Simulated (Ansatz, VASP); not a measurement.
## Two plane-wave programs on Bi3Br2

INCAR

```
SYSTEM = Bi3Br2
ALGO = Normal
EDIFF = 1E-6
ENCUT = 520
GGA = PE
ISIF = 2
ISMEAR = 0
LASPH = .TRUE.
LCHARG = .FALSE.
LREAL = .FALSE.
LWAVE = .FALSE.
NBANDS = 70
NELM = 60
PREC = Accurate
SIGMA = 0.1
```

KPOINTS

```
k-points
0
G
  3 3 3
  0 0 0
```

File POSCAR:

```
Bi3Br2
1.0
    3.6581547233      2.1120366142      6.6583909437
   -3.6581547233      2.1120366142      6.6583909437
    0.0000000000     -4.2240732286      6.6583909437
Bi Br
6 4
Direct
    0.0562500000      0.4437500000      0.7500000000
    0.7500000000      0.0562500000      0.4437500000
    0.4437500000      0.7500000000      0.0562500000
    0.9437500000      0.5562500000      0.2500000000
    0.2500000000      0.9437500000      0.5562500000
    0.5562500000      0.2500000000      0.9437500000
    0.8521800000      0.8521800000      0.8521800000
    0.6478200000      0.6478200000      0.6478200000
    0.1478200000      0.1478200000      0.1478200000
    0.3521800000      0.3521800000      0.3521800000
```

Input for Ansatz:

```yaml
crystal:
  lattice:
    - [3.6581547233, 2.1120366142, 6.6583909437]
    - [-3.6581547233, 2.1120366142, 6.6583909437]
    - [0.0, -4.2240732286, 6.6583909437]
  atoms:
    - { symbol: Bi, position: [0.05625, 0.44375, 0.75] }
    - { symbol: Bi, position: [0.75, 0.05625, 0.44375] }
    - { symbol: Bi, position: [0.44375, 0.75, 0.05625] }
    - { symbol: Bi, position: [0.94375, 0.55625, 0.25] }
    - { symbol: Bi, position: [0.25, 0.94375, 0.55625] }
    - { symbol: Bi, position: [0.55625, 0.25, 0.94375] }
    - { symbol: Br, position: [0.85218, 0.85218, 0.85218] }
    - { symbol: Br, position: [0.64782, 0.64782, 0.64782] }
    - { symbol: Br, position: [0.14782, 0.14782, 0.14782] }
    - { symbol: Br, position: [0.35218, 0.35218, 0.35218] }
basis:
  ecutwfc: 420
kpoints:
  mp_grid: { grid: [3, 3, 3] }
hamiltonian:
  xc: pbe
scf:
  occupations: { method: gaussian, width: 0.1 }
  lower_state_search: "off"
output:
  forces: true
  stress: true
  eigenvalues: true
```

Alike in both runs: task single point; functional PBE; k mesh 3 × 3 × 3; occupations gaussian, width 0.1 eV; no spin polarisation.

```csv
,VASP,Ansatz
version,VASP 6.6.1,Ansatz 0.2.0
potentials or method,"VASP PAW PBE potentials, release 64 (Bi_d, Br), cutoff 520 eV","scalar-relativistic, plane waves, PAW"
valence electrons in the cell,118,118
```

```csv
,VASP,Ansatz,Ansatz less VASP
gap on the k mesh at the Fermi level (eV),none,none,-
pressure (GPa),9.0,9.0,+0.04
"traceless stress, the component that is largest in VASP (GPa)",0.05,0.05,+0.001
rms of the force components (eV/Å),0.161,0.161,0.0000
```

Atom by atom the forces differ by 0.000 eV/Å (rms over components). A gap of «none» marks a metal or a gap that the smearing closes.

Spin-orbit coupling is off throughout.
